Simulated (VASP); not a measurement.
Set up this calculation in VASP 6.6.1, as the native input.

| Item | Value |
| --- | --- |
| Task | single point |
| Functional | PBE |
| Potentials or basis | VASP PAW PBE potentials, release 64 (Na_pv, Sr_sv) |
| Cutoff | 500 eV |
| k mesh | 4 × 4 × 2 |
| Occupations | gaussian, width 0.2 eV |
| Spin | no spin polarisation |
| Dipole correction | no |
| Further INCAR settings | ALGO = Normal; EDIFF = 1e-06; NBANDS = 66 |

The structure of NaSr2 lies in POSCAR:

```
NaSr2
1.0
   -6.5508749603      0.0000000000      0.0000000000
    0.0000000000      0.0000000000     -7.9918157141
    0.0000000001    -11.3464482652      0.0000000000
Na Sr
4 8
Direct
    0.5000000000      0.2500000000      0.8333333333
    0.0000000000      0.2500000000      0.3333333333
    0.0000000000      0.7500000000      0.6666666667
    0.5000000000      0.7500000000      0.1666666667
    0.0000000000      0.2500000000      0.6666666667
    0.5000000000      0.2500000000      0.1666666667
    0.5000000000      0.7500000000      0.8333333333
    0.0000000000      0.7500000000      0.3333333333
    1.0000000000      0.5000000000      0.0000000000
    0.5000000000      0.5000000000      0.5000000000
    0.0000000000      1.0000000000      1.0000000000
    0.5000000000      1.0000000000      0.5000000000
```

One way to write it, as run:

INCAR

```
SYSTEM = NaSr2
PREC = Accurate
ENCUT = 500
EDIFF = 1E-6
ISMEAR = 0
SIGMA = 0.2
LREAL = .False.
LASPH = .True.
NELM = 120
ALGO = Normal
ISIF = 2
LWAVE = .False.
LCHARG = .False.
GGA = PE
NBANDS = 66
GGA_COMPAT = .False.
```

KPOINTS

```
regular mesh
0
Gamma
  4 4 2
  0 0 0
```

Potentials or basis: VASP PAW PBE potentials, release 64 (Na_pv, Sr_sv).

Command:

```console
$ cat potpaw_PBE.64/Na_pv/POTCAR potpaw_PBE.64/Sr_sv/POTCAR > POTCAR
$ mpirun -np 1 vasp_std > vasp.out
```

Results of the run:

```json
{
 "Pressure": "0.0 GPa",
 "Largest force": "0.010 eV/Å",
 "Band gap on the k mesh": "zero (bands 54 and 55 overlap by 1.05 eV)"
}
```

It took 21 min on 1 thread of Intel Xeon 8259CL, with other jobs on the host, peak memory 0.82 GiB.
